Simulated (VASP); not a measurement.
# Co (P6_3/mmc) in VASP: notebook, part 2 of 2

VASP 6.6.1.

## Step 4: Electric field gradients, PBEsol, collinear spin, ferromagnetic start (zz strain of -3 %)

The input, INCAR:

```
ALGO = Normal
EDIFF = 1E-8
ENCUT = 520
GGA = PS
ISIF = 2
ISMEAR = -1
ISPIN = 2
LASPH = True
LCHARG = False
LEFG = True
LMAXMIX = 4
LORBIT = 11
LREAL = False
LWAVE = False
MAGMOM = 2 2
NBANDS = 20
NELM = 150
PREC = Accurate
SIGMA = 0.05
```

The input, KPOINTS:

```
k-points
0
Gamma
  19 19 10
```

The input, POSCAR:

```
Co
1.0
    2.5190008694      0.0000000000      0.0000000000
   -1.2595004347      2.1815187451      0.0000000000
    0.0000000000      0.0000000000      3.9682700000
Co
2
Direct
    0.3333333333      0.6666666667      0.2500000000
    0.6666666667      0.3333333333      0.7500000000
```

Potentials or basis: VASP PAW PBE potentials, release 64 (Co).

Launch:

```bash
> cat potpaw_PBE.64/Co/POTCAR > POTCAR
> mpirun -np 1 vasp_std > vasp.out
```

OUTCAR:

```text
EDIFF = 1E-8
   ENCUT = 520
   GGA = PS
   ISIF = 2
   ISMEAR = -1
   ISPIN = 2
   LASPH = True
   LORBIT = 11
   LREAL = False
   NELM = 150
   PREC = Accurate

 ion  position               nearest neighbor table
   1  0.333  0.667  0.250-   2 2.46   2 2.46   2 2.46   2 2.46   2 2.46   2 2.46
   2  0.667  0.333  0.750-   1 2.46   1 2.46   1 2.46   1 2.46   1 2.46   1 2.46

  LATTYP: Found a hexagonal cell.
 ALAT       =     2.5190008694
 C/A-ratio  =     1.5753349069

  Lattice vectors:

 A1 = (   2.5190008694,   0.0000000000,   0.0000000000)
 A2 = (  -1.2595004347,   2.1815187451,   0.0000000000)
 A3 = (   0.0000000000,   0.0000000000,   3.9682700000)

[... 1349 lines left out ...]

 Electric field gradients after diagonalization (V/A^2)
 (convention: |V_zz| > |V_xx| > |V_yy|)
----------------------------------------------------------------------
 ion       V_xx      V_yy      V_zz     asymmetry (V_yy - V_xx)/ V_zz
----------------------------------------------------------------------
   1       5.544     5.544   -11.088       0.000
   2       5.544     5.544   -11.088       0.000
----------------------------------------------------------------------

           NMR quadrupolar parameters

 Cq : quadrupolar parameter    Cq=e*Q*V_zz/h
 eta: asymmetry parameters     (V_yy - V_xx)/ V_zz
 Q  : nuclear electric quadrupole moment in mb (millibarn)
----------------------------------------------------------------------
 ion       Cq(MHz)       eta       Q (mb)
----------------------------------------------------------------------
   1      -0.027       0.000       1.000
   2      -0.027       0.000       1.000
----------------------------------------------------------------------

 total charge

# of ion       s       p       d       tot
------------------------------------------
    1        0.487   0.520   7.256   8.263
    2        0.487   0.520   7.256   8.263
--------------------------------------------------
tot          0.974   1.040  14.512  16.526

 magnetization (x)

# of ion       s       p       d       tot
------------------------------------------
    1       -0.015  -0.052   1.689   1.622
    2       -0.015  -0.052   1.689   1.622
--------------------------------------------------
tot         -0.030  -0.104   3.377   3.244
```

OSZICAR:

```text
N       E                     dE             d eps       ncg     rms          rms(c)
DAV:   1     0.846231657534E+02    0.84623E+02   -0.82113E+03 20168   0.123E+03
DAV:   2    -0.133490698399E+02   -0.97972E+02   -0.88147E+02 19492   0.217E+02
DAV:   3    -0.178626603013E+02   -0.45136E+01   -0.43241E+01 21884   0.564E+01
DAV:   4    -0.179308529253E+02   -0.68193E-01   -0.68142E-01 23416   0.612E+00
DAV:   5    -0.179327906700E+02   -0.19377E-02   -0.19376E-02 22344   0.969E-01    0.158E+01
DAV:   6    -0.159523036896E+02    0.19805E+01   -0.87492E+00 21828   0.609E+01    0.723E+00
DAV:   7    -0.154684790738E+02    0.48382E+00   -0.14205E+00 22296   0.222E+01    0.381E+00
DAV:   8    -0.154463205617E+02    0.22159E-01   -0.15931E-02 26380   0.118E+00    0.165E+00
DAV:   9    -0.154302486296E+02    0.16072E-01   -0.28692E-03 32028   0.934E-01    0.481E-01
DAV:  10    -0.154293572790E+02    0.89135E-03   -0.41911E-04 24820   0.235E-01    0.188E-01
DAV:  11    -0.154291296689E+02    0.22761E-03   -0.86908E-05 29104   0.144E-01    0.300E-02
DAV:  12    -0.154291237518E+02    0.59171E-05   -0.64291E-06 21400   0.211E-02    0.185E-02
DAV:  13    -0.154291211066E+02    0.26453E-05   -0.20740E-06 30016   0.158E-02    0.723E-03
DAV:  14    -0.154291209018E+02    0.20474E-06   -0.24972E-07 20600   0.401E-03    0.165E-03
DAV:  15    -0.154291206847E+02    0.21710E-06   -0.76422E-09 13532   0.137E-03    0.115E-03
DAV:  16    -0.154291207460E+02   -0.61282E-07   -0.32914E-09 10084   0.732E-04    0.337E-04
DAV:  17    -0.154291207584E+02   -0.12426E-07   -0.68738E-10  9880   0.193E-04    0.779E-05
DAV:  18    -0.154291207640E+02   -0.56027E-08   -0.16616E-10  9820   0.105E-04
   1 F= -.15429121E+02 E0= -.15422034E+02  d E =-.141738E-01  mag=     3.2110
```

Wall time 3.8 min (1 thread of Intel Xeon Platinum 8259CL at 2.50GHz (Skylake/Cascade Lake), shared host); peak memory 0.25 GiB.

Results:

```
Free energy                                           : -15.4291 eV
Pressure                                              : -11.2 GPa
Net moment                                            : 3.21 μB per cell
Site moments                                          : Co +1.62 μB
Largest electric field gradient by atom               : Co -11.1 V/Å²
Valence electrons inside the program's atomic spheres : Co 8.26
```

Stress tensor (GPa, compression positive):
```
-13.48   0.00   0.00
  0.00 -13.48   0.00
  0.00   0.00  -6.78
```

Electric field gradients, principal values (V/Å²):
```
atom  least  middle  greatest (by size)
1 Co  5.544   5.544             -11.088
2 Co  5.544   5.544             -11.088
```

Caveat: the cell differs from its parent crystal (zz strain of -3 %); the cell stands under tension; without QUAD_EFG the Cq values of the log hold for a quadrupole moment of 1 mb, not for the nuclei; the PAW data sets were made with another functional, which shifts forces and pressure a little.

## Step 5: Summary

| cell | gap on the mesh (eV) | pressure (GPa) | moment (μB) |
| --- | --- | --- | --- |
| a = 2.519, b = 2.519, c = 4.214 Å, angles 90.0, 90.0, 120.0°, 2 atoms | none | -20.5 | 3.34 |
| a = 2.468, b = 2.468, c = 4.008 Å, angles 90.0, 90.0, 120.0°, 2 atoms | none | -5.3 | 3.16 |
| a = 2.519, b = 2.519, c = 3.968 Å, angles 90.0, 90.0, 120.0°, 2 atoms | none | -11.2 | 3.21 |

Alike in all rows: task electric field gradients; level PBEsol; potentials or basis VASP PAW PBE potentials, release 64 (Co); spin collinear, ferromagnetic start; k mesh 19 × 19 × 10; cutoff (eV) 520; smearing fermi-dirac 0.05 eV.

Caveats: the cell stands under tension; the PAW data sets were made with another functional, which shifts forces and pressure a little.

Absolute energies hang on the potentials; compare differences alone.
